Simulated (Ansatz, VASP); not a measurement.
**Two plane-wave programs on Be3CdSe4**

```
Be Cd Se
1.0
    -2.62646    4.60162    3.62130
     2.62646   -4.60162    3.62130
     2.62646    4.60162   -3.62130
Be Cd Se
3 1 4
Cartesian
  2.6265 3.5288 0.0000
  0.0000 1.0728 3.6213
  0.0000 0.0000 0.0000
  2.6265 0.0000 0.0000
  0.0000 7.3456 1.6656
  2.6265 2.7440 1.9557
  2.6265 -2.7440 1.9557
  0.0000 1.8576 1.6656
```

Alike in both runs: functional PBE; k mesh 3 × 3 × 3; occupations gaussian, width 0.15 eV; no spin polarisation.

Ansatz relaxed the structure, and its values are those at the end. VASP's run is a single point on that final structure, the one shown.

|  | VASP | Ansatz |
| --- | --- | --- |
| version | VASP 6.6.1 | Ansatz 0.2.0 |
| potentials or method | VASP PAW PBE potentials, release 64 (Be, Cd, Se), cutoff 600 eV | scalar-relativistic, plane waves, PAW |
| valence electrons in the cell | 42 | 90 |

VASP gave:

```
gap on the k mesh at the Fermi level (eV) : none
pressure (GPa)                            : 0.1
rms of the force components (eV/Å)        : 0.021
```

Q: What did Ansatz give for the same quantities?

A: gap on the k mesh at the Fermi level (eV): none; pressure (GPa): 0.1; rms of the force components (eV/Å): 0.027.

A gap of «none» marks a metal or a gap that the smearing closes. VASP's potentials hold 42 valence electrons a cell and Ansatz's 90, so a difference there can come from the potentials and not from the codes.

The k mesh is coarse, so the values compare programs but aren't converged.
